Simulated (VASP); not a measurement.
A run of VASP 6.6.1 is set up as follows.

The input POSCAR:

```
Pb
1.0
    0.0000000000      2.4946408835      2.4946408835
    2.4946408835      0.0000000000      2.4946408835
    2.4946408835      2.4946408835      0.0000000000
Pb
1
Direct
    0.0000000000      0.0000000000      0.0000000000
```

INCAR.step1

```
SYSTEM = Pb
PREC = Accurate
ENCUT = 520
ISMEAR = 1
SIGMA = 1.0
LREAL = .False.
LASPH = .True.
NELM = 80
NBANDS = 13
GGA = PE
ALGO = Normal
EDIFF = 1E-4
LWAVE = .True.
LCHARG = .False.
```

INCAR.step2

```
SYSTEM = Pb
PREC = Accurate
ENCUT = 520
EDIFF = 1E-6
ISMEAR = 1
SIGMA = 1.0
LREAL = .False.
LASPH = .True.
NELM = 80
ALGO = Normal
ISIF = 2
LWAVE = .False.
LCHARG = .False.
METAGGA = R2SCAN
LMIXTAU = .True.
NBANDS = 13
ISTART = 1
```

The input KPOINTS:

```
regular mesh
0
Gamma
  11 11 11
  0 0 0
```

Potentials or basis: VASP PAW PBE potentials, release 64 (Pb_d).

The run is started by

```bash
$ cat potpaw_PBE.64/Pb_d/POTCAR > POTCAR
$ cp INCAR.step1 INCAR
$ mpirun -np 1 vasp_std > vasp.out
$ cp INCAR.step2 INCAR
$ mpirun -np 1 vasp_std > vasp.out
```

(1) Predict the pressure.

(2) Predict the band gap on the k mesh.

## Answers

(1) 0.1 GPa.

(2) zero (band 7 reaches 14.50 eV, above the bottom of band 8 at 5.53 eV).

Caveat: the PAW data sets were made with another functional, which shifts forces and pressure a little; spin-orbit coupling is left out, which moves the levels of the heavy elements.
